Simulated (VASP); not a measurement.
# Se (Fd-3m) in VASP: further runs

The runs below take Se through single point, with r2SCAN.

Everything below comes from runs of VASP 6.6.1. Logs are shortened: lines on timing, memory, paths and dates and some standing lists are left out, and cuts for length are marked.

## (1) The cell of the first run

It takes space group Fd-3m (No. 227, cubic). Conventional cell: a = 6.333 Å, b = 6.333 Å, c = 6.333 Å, α = 90.00°, β = 90.00°, γ = 90.00°. Within 3.6 Å of Se (site symmetry -43m) lie 4 Se at 2.74 Å.

## (2) Single point, r2SCAN

POSCAR reads:

```
Se
1.0
    0.0000000000      3.1666975983      3.1666975983
    3.1666975983      0.0000000000      3.1666975983
    3.1666975983      3.1666975983      0.0000000000
Se
2
Direct
    0.5000000000      0.5000000000      0.5000000000
    0.7500000000      0.7500000000      0.7500000000
```

INCAR.step1 reads:

```
PREC = Accurate ; ENCUT = 520
ISMEAR = -1 ; SIGMA = 0.1
LREAL = F ; LASPH = T
NELM = 80 ; NBANDS = 13
GGA = PE ; ALGO = Normal
EDIFF = 1E-4 ; LWAVE = T
LCHARG = F
```

INCAR.step2 reads:

```
PREC = Accurate ; ENCUT = 520
EDIFF = 1E-6 ; ISMEAR = -1
SIGMA = 0.1 ; LREAL = F
LASPH = T ; NELM = 80
ALGO = Normal ; ISIF = 2
LWAVE = F ; LCHARG = T
METAGGA = R2SCAN ; LMIXTAU = T
LELF = T ; LVHAR = T
NBANDS = 13 ; ISTART = 1
```

KPOINTS reads:

```
Automatic mesh
0
Gamma
  5 5 5
```

Potentials or basis: VASP PAW PBE potentials, release 64 (Se).

Launch:

```
$ cat potpaw_PBE.64/Se/POTCAR > POTCAR
$ cp INCAR.step1 INCAR
$ mpirun -np 1 vasp_std > vasp.out
$ cp INCAR.step2 INCAR
$ mpirun -np 1 vasp_std > vasp.out
```

OUTCAR:

```text
PREC = Accurate
   ENCUT = 520
   EDIFF = 1E-6
   ISMEAR = -1
   LREAL = F
   LASPH = T
   NELM = 80
   ISIF = 2
   METAGGA = R2SCAN
   ISTART = 1

 ion  position               nearest neighbor table
   1  0.500  0.500  0.500-   2 2.74   2 2.74   2 2.74   2 2.74
   2  0.750  0.750  0.750-   1 2.74   1 2.74   1 2.74   1 2.74

  LATTYP: Found a face centered cubic cell.
 ALAT       =     6.3333951966

  Lattice vectors:

 A1 = (   0.0000000000,   3.1666975983,   3.1666975983)
 A2 = (   3.1666975983,   0.0000000000,   3.1666975983)
 A3 = (   3.1666975983,   3.1666975983,   0.0000000000)

Analysis of symmetry for initial positions (statically):
=====================================================================
 Subroutine PRICEL returns:
 Original cell was already a primitive cell.

 Routine SETGRP: Setting up the symmetry group for a
 face centered cubic supercell.

 Subroutine GETGRP returns: Found 48 space group operations
 (whereof 24 operations were pure point group operations)
 out of a pool of 48 trial point group operations.

The static configuration has the point symmetry T_d .
 The point group associated with its full space group is O_h .

Analysis of symmetry for dynamics (positions and initial velocities):
=====================================================================
 Subroutine PRICEL returns:
 Original cell was already a primitive cell.

 Routine SETGRP: Setting up the symmetry group for a
 face centered cubic supercell.

 Subroutine GETGRP returns: Found 48 space group operations
 (whereof 24 operations were pure point group operations)
 out of a pool of 48 trial point group operations.

The dynamic configuration has the point symmetry T_d .
 The point group associated with its full space group is O_h .

 Subroutine INISYM returns: Found 48 space group operations
 (whereof 24 operations are pure point group operations),
 and found     1 'primitive' translations

----------------------------------------------------------------------------------------

                                     Primitive cell

  volume of cell :      63.5111

  direct lattice vectors                    reciprocal lattice vectors
     0.000000000  3.166697598  3.166697598    -0.157893195  0.157893195  0.157893195
     3.166697598  0.000000000  3.166697598     0.157893195 -0.157893195  0.157893195
     3.166697598  3.166697598  0.000000000     0.157893195  0.157893195 -0.157893195

  length of vectors
     4.478386691  4.478386691  4.478386691     0.273479035  0.273479035  0.273479035

  position of ions in fractional coordinates (direct lattice)
     0.500000000  0.500000000  0.500000000
     0.750000000  0.750000000  0.750000000

  ion indices of the primitive-cell ions
   primitive index   ion index
                 1           1
                 2           2

----------------------------------------------------------------------------------------

 KPOINTS: Automatic mesh

Automatic generation of k-mesh.
 Grid dimensions read from file:
 generate k-points for:    5    5    5

 Generating k-lattice:

  Cartesian coordinates                     Fractional coordinates (reciprocal lattice)
    -0.031578639  0.031578639  0.031578639     0.200000000  0.000000000  0.000000000
     0.031578639 -0.031578639  0.031578639     0.000000000  0.200000000  0.000000000
     0.031578639  0.031578639 -0.031578639     0.000000000  0.000000000  0.200000000

  Length of vectors
     0.054695807  0.054695807  0.054695807

  Shift w.r.t. Gamma in fractional coordinates (k-lattice)
     0.000000000  0.000000000  0.000000000

 Subroutine IBZKPT returns following result:
 ===========================================

 Found     10 irreducible k-points:

 Following reciprocal coordinates:
            Coordinates               Weight
  0.000000  0.000000  0.000000      1.000000
  0.200000  0.000000  0.000000      8.000000
  0.400000  0.000000  0.000000      8.000000
  0.200000  0.200000  0.000000      6.000000
  0.400000  0.200000  0.000000     24.000000
 -0.400000  0.200000  0.000000     24.000000
 -0.200000  0.200000  0.000000     12.000000
  0.400000  0.400000  0.000000      6.000000
 -0.400000  0.400000  0.000000     12.000000
 -0.400000  0.400000  0.200000     24.000000
   k-points           NKPTS =     10   k-points in BZ     NKDIM =     10   number of bands    NBANDS=     13
   number of dos      NEDOS =    301   number of ions     NIONS =      2
   total plane-waves  NPLWV =  46656
   dimension x,y,z NGX =    36 NGY =   36 NGZ =   36
   dimension x,y,z NGXF=    72 NGYF=   72 NGZF=   72
   ions per type =               2
   NGX,Y,Z   is equivalent  to a cutoff of  13.36, 13.36, 13.36 a.u.
   NGXF,Y,Z  is equivalent  to a cutoff of  26.73, 26.73, 26.73 a.u.
 SYSTEM =  unknown system
   PREC   = accura    normal or accurate (medium, high low for compatibility)
   ISTART =      1    job   : 0-new  1-cont  2-samecut
   ICHARG =      0    charge: 1-file 2-atom 10-const
   ISPIN  =      1    spin polarized calculation?
   LNONCOLLINEAR =      F non collinear calculations
   LSORBIT =      F    spin-orbit coupling
   LASPH  =      T    aspherical Exc in radial PAW
   ENCUT  =  520.0 eV  38.22 Ry    6.18 a.u.   8.33  8.33  8.33*2*pi/ulx,y,z
   NELM   =     80;   NELMIN=  2; NELMDL=  0     # of ELM steps
   EDIFF  = 0.1E-05   stopping-criterion for ELM
   LREAL  =      F    real-space projection
   EDIFFG = 0.1E-04   stopping-criterion for IOM
   NSW    =      0    number of steps for IOM
   IBRION =     -1    ionic relax: 0-MD 1-quasi-New 2-CG
   NFREE  =      0    steps in history (QN), initial steepest desc. (CG)
   ISIF   =      2    stress and relaxation
   ISYM   =      2    0-nonsym 1-usesym 2-fastsym
   POTIM  = 0.5000    time-step for ionic-motion
   TEBEG  =    0.0;   TEEND  =   0.0 temperature during run
   PSTRESS=    0.0 pullay stress
   NELECT =      12.0000    total number of electrons
   NUPDOWN=      -1.0000    fix difference up-down
   EMIN   =  10.00;   EMAX   =-10.00  energy-range for DOS
   EFERMI =   0.00;   METHOD = LEGACY
   ISMEAR =    -1;   SIGMA  =   0.10  broadening in eV -4-tet -1-fermi 0-gaus
   EFERMI_NEDOS =   21; number of points for ismear=-14 and -15
   IALGO  =     38    algorithm
   IMIX   =      4    mixing-type and parameters
     AMIX     =   0.40;   BMIX     =  1.00
     AMIX_MAG =   1.60;   BMIX_MAG =  1.00
  volume/ion in A,a.u.               =      31.76       214.30
  Fermi-wavevector in a.u.,A,eV,Ry     =   0.939403  1.775214 12.006845  0.882478
  Thomas-Fermi vector in A             =   2.066712
   LORBIT       =      0    0 simple, 1 ext, 2 COOP (PROOUT), +10 PAW based schemes
   METAGGA = R2SCAN    functional components
   LHFCALC =     F    Hartree Fock is set to
   AEXX    =    0.0000 exact exchange contribution
   IVDW    =     0    specifies the selected vdW correction
   LEPSILON=     F    determine dielectric tensor
   LRPA    =     F    only Hartree local field effects (RPA)
 non-spin polarized calculation
  energy-cutoff  :      520.00
  volume of cell :       63.51
 maximum number of plane-waves:      1736
 NGX is ok and might be reduce to    36
   NGX = 17   NGY = 17   NGZ = 17

 number of electron      11.9999999 magnetization

 Free energy of the ion-electron system (eV)
  ---------------------------------------------------
  ext. energy  EPLUGINS =         0.00000000
  ---------------------------------------------------
  free energy    TOTEN  =       -27.30061852 eV

  energy without entropy =      -27.23362729  energy(sigma->0) =      -27.26712290

 E-fermi :   1.8018     XC(G=0):  -8.6276

 val. band max:        1.6219748962   @ k =  -0.2000   0.2000   0.0000
 cond. band min:       1.8298183109   @ k =  -0.4000   0.2000   0.0000
 fundamental gap:      0.2078434147
 Fermi energy:         1.8018049248

 k-point     1 :       0.0000    0.0000    0.0000
  band No.  band energies     occupation
      1     -14.1396      2.00000
      2      -8.7941      2.00000
      3      -1.8002      2.00000
      4      -1.8002      2.00000
      5      -1.8002      2.00000
      6       1.0024      1.99933
      7       1.0024      1.99933
      8       1.0024      1.99933
      9       6.5333      0.00000
     10       9.9728      0.00000
     11       9.9728      0.00000
     12      11.8538      0.00000
     13      11.8538      0.00000

 k-point     2 :       0.2000    0.0000    0.0000
  band No.  band energies     occupation
      1     -13.8746      2.00000
      2      -9.4237      2.00000
      3      -2.1037      2.00000
      4      -2.1037      2.00000
      5      -1.9743      2.00000
      6       1.4657      1.93292
      7       1.4657      1.93292
      8       1.6043      1.75626
      9       7.5962      0.00000
     10       9.3475      0.00000
     11       9.3475      0.00000
     12      11.0759      0.00000
     13      13.7669      0.00000

 k-point     3 :       0.4000    0.0000    0.0000
  band No.  band energies     occupation
      1     -13.2714      2.00000
      2     -10.5316      2.00000
      3      -2.4681      2.00000
      4      -2.4681      2.00000
      5      -2.3562      2.00000
      6       2.0344      0.17803
      7       2.0344      0.17802
      8       3.1506      0.00000
      9       8.5540      0.00000
     10       9.8443      0.00000
     11       9.8443      0.00000
     12       9.9369      0.00000
     13      12.8539      0.00000

 k-point     4 :       0.2000    0.2000    0.0000
  band No.  band energies     occupation
      1     -13.7767      2.00000
      2      -9.6200      2.00000
      3      -2.4964      2.00000
      4      -2.4964      2.00000
      5      -1.0896      2.00000
      6       0.4714      2.00000
      7       2.1150      0.08359
      8       2.1150      0.08359
      9       7.9825      0.00000
     10       8.0416      0.00000
     11      10.5577      0.00000
     12      12.8534      0.00000
     13      12.8534      0.00000

 k-point     5 :       0.4000    0.2000    0.0000
  band No.  band energies     occupation
      1     -13.2250      2.00000
      2     -10.5801      2.00000
      3      -3.1630      2.00000
      4      -2.8275      2.00000
      5      -0.8824      2.00000
      6       0.9253      1.99969
      7       2.7587      0.00014
      8       3.0452      0.00001
      9       7.9719      0.00000
     10       8.8723      0.00000
     11      10.9100      0.00000
     12      11.9607      0.00000
     13      12.7808      0.00000

 k-point     6 :      -0.4000    0.2000    0.0000
  band No.  band energies     occupation
      1     -12.8895      2.00000
      2     -11.0571      2.00000
      3      -3.5555      2.00000
      4      -2.7338      2.00000
      5      -1.0280      2.00000
      6       1.8298      0.86084
      7       2.5942      0.00072
      8       3.3403      0.00000
      9       7.9356      0.00000
     10       9.4344      0.00000
     11       9.6440      0.00000
     12      11.5139      0.00000
     13      13.5123      0.00000

 k-point     7 :      -0.2000    0.2000    0.0000
  band No.  band energies     occupation
      1     -13.4652      2.00000
      2     -10.1977      2.00000
      3      -3.1524      2.00000
      4      -2.3055      2.00000
      5      -1.3231      2.00000
      6       1.6220      1.71588
      7       1.8368      0.82658
      8       2.6721      0.00033
      9       8.4781      0.00000
     10       8.7031      0.00000
     11       9.4784      0.00000
     12      12.4450      0.00000
     13      12.6427      0.00000

 k-point     8 :       0.4000    0.4000    0.0000
  band No.  band energies     occupation
      1     -12.7466      2.00000
      2     -11.2338      2.00000
      3      -3.2066      2.00000
      4      -3.2066      2.00000
      5      -0.2910      2.00000
      6      -0.0674      2.00000
      7       3.7097      0.00000
      8       3.7097      0.00000
      9       7.5745      0.00000
     10       9.2567      0.00000
     11      12.3054      0.00000
     12      12.5455      0.00000
     13      12.5455      0.00000

 k-point     9 :      -0.4000    0.4000    0.0000
  band No.  band energies     occupation
      1     -12.2499      2.00000
      2     -11.8051      2.00000
      3      -3.6382      2.00000
      4      -3.1605      2.00000
      5      -0.2994      2.00000
      6       0.7529      1.99994
      7       3.6092      0.00000
      8       3.6516      0.00000
      9       7.6330      0.00000
     10       8.9343      0.00000
     11      10.6880      0.00000
     12      13.4823      0.00000
     13      13.9547      0.00000

 k-point    10 :      -0.4000    0.4000    0.2000
  band No.  band energies     occupation
      1     -12.6049      2.00000
      2     -11.4026      2.00000
      3      -3.6124      2.00000
      4      -3.1887      2.00000
      5      -0.1042      2.00000
      6       0.9783      1.99947
      7       3.2517      0.00000
      8       3.2918      0.00000
      9       8.0291      0.00000
     10       8.3127      0.00000
     11      11.0720      0.00000
     12      12.6944      0.00000
     13      14.0113      0.00000

------------------------ aborting loop because EDIFF is reached ----------------------------------------

  FORCE on cell =-STRESS in cart. coord.  units (eV):
  Direction    XX          YY          ZZ          XY          YZ          ZX
  --------------------------------------------------------------------------------------
  -------------------------------------------------------------------------------------
  Total       -0.3713374     -0.3713374     -0.3713374     -0.0000000      0.0000000      0.0000000
  in kB       -9.3676259     -9.3676259     -9.3676259     -0.0000000      0.0000000      0.0000000
  external PRESSURE =      -9.3676259 kB  Pullay stress =       0.0000000 kB

 VOLUME and BASIS-vectors are now :
 -----------------------------------------------------------------------------
  energy-cutoff  :      520.00
  volume of cell :       63.51
      direct lattice vectors                 reciprocal lattice vectors
     0.000000000  3.166697598  3.166697598    -0.157893195  0.157893195  0.157893195
     3.166697598  0.000000000  3.166697598     0.157893195 -0.157893195  0.157893195
     3.166697598  3.166697598  0.000000000     0.157893195  0.157893195 -0.157893195

 POSITION                                       TOTAL-FORCE (eV/Angst)
 -----------------------------------------------------------------------------------
      3.16670      3.16670      3.16670        -0.000000     -0.000000     -0.000000
      4.75005      4.75005      4.75005         0.000000      0.000000      0.000000
 -----------------------------------------------------------------------------------
    total drift:                                0.000000      0.000000      0.000000

  FREE ENERGIE OF THE ION-ELECTRON SYSTEM (eV)
  ---------------------------------------------------
  free  energy   TOTEN  =       -27.3006185164 eV

  energy  without entropy=      -27.2336272881  energy(sigma->0) =      -27.26712290
```

Run time: 84 s. Hardware: 1 thread of AMD EPYC 7R13, shared host; peak memory 0.18 GiB.

Results:

```
Free energy            : -27.3006 eV
Pressure               : -0.9 GPa
Band gap on the k mesh : zero (band 6 reaches 2.03 eV, above the bottom of band 7 at 1.00 eV)
```

Levels at points of the mesh, in eV from the Fermi level:
```csv
k point,band 3,band 4,band 5,band 6,band 7,band 8,band 9,band 10
"(0.00, 0.00, 0.00)",-3.60,-3.60,-3.60,-0.80,-0.80,-0.80,4.73,8.17
```

Caveat: the PAW data sets were made with another functional, which shifts forces and pressure a little.

## (3) Single point, r2SCAN

This run uses another cell than the first one, of 32.37 Å³/atom, 1.019 times its volume.

POSCAR reads:

```
Se
1.0
    0.0000000000      3.1868681905      3.1868681905
    3.1868681905      0.0000000000      3.1868681905
    3.1868681905      3.1868681905      0.0000000000
Se
2
Direct
    0.5000000000      0.5000000000      0.5000000000
    0.7500000000      0.7500000000      0.7500000000
```

INCAR.step1 reads:

```
SYSTEM = Se
PREC = Accurate
ENCUT = 520
ISMEAR = -1
SIGMA = 0.1
LREAL = .FALSE.
LASPH = .TRUE.
NELM = 80
NBANDS = 13
GGA = PE
ALGO = Normal
EDIFF = 1E-4
LWAVE = .TRUE.
LCHARG = .FALSE.
```

INCAR.step2 reads:

```
SYSTEM = Se
PREC = Accurate
ENCUT = 520
EDIFF = 1E-6
ISMEAR = -1
SIGMA = 0.1
LREAL = .FALSE.
LASPH = .TRUE.
NELM = 80
ALGO = Normal
ISIF = 2
LWAVE = .FALSE.
LCHARG = .FALSE.
METAGGA = R2SCAN
LMIXTAU = .TRUE.
NBANDS = 13
ISTART = 1
```

KPOINTS reads:

```
regular mesh
0
G
  5 5 5
  0 0 0
```

Potentials or basis: VASP PAW PBE potentials, release 64 (Se).

Launch:

```
$ cat potpaw_PBE.64/Se/POTCAR > POTCAR
$ cp INCAR.step1 INCAR
$ mpirun -np 1 vasp_std > vasp.out
$ cp INCAR.step2 INCAR
$ mpirun -np 1 vasp_std > vasp.out
```

Run time: 77 s. Hardware: 1 thread of AMD EPYC 7R13, shared host; peak memory 0.18 GiB.

It converged, with:

- Free energy: -27.2909 eV
- Pressure: -1.6 GPa
- Band gap on the k mesh: zero (band 6 reaches 1.87 eV, above the bottom of band 7 at 0.86 eV)

Levels at points of the mesh, in eV from the Fermi level:
| k point | band 2 | band 3 | band 4 | band 5 | band 6 | band 7 | band 8 | band 9 | band 10 | band 11 |
| --- | --- | --- | --- | --- | --- | --- | --- | --- | --- | --- |
| (0.00, 0.00, 0.00) | -10.65 | -3.53 | -3.53 | -3.53 | -0.77 | -0.77 | -0.77 | 4.74 | 8.20 | 8.20 |

Caveat: the PAW data sets were made with another functional, which shifts forces and pressure a little.
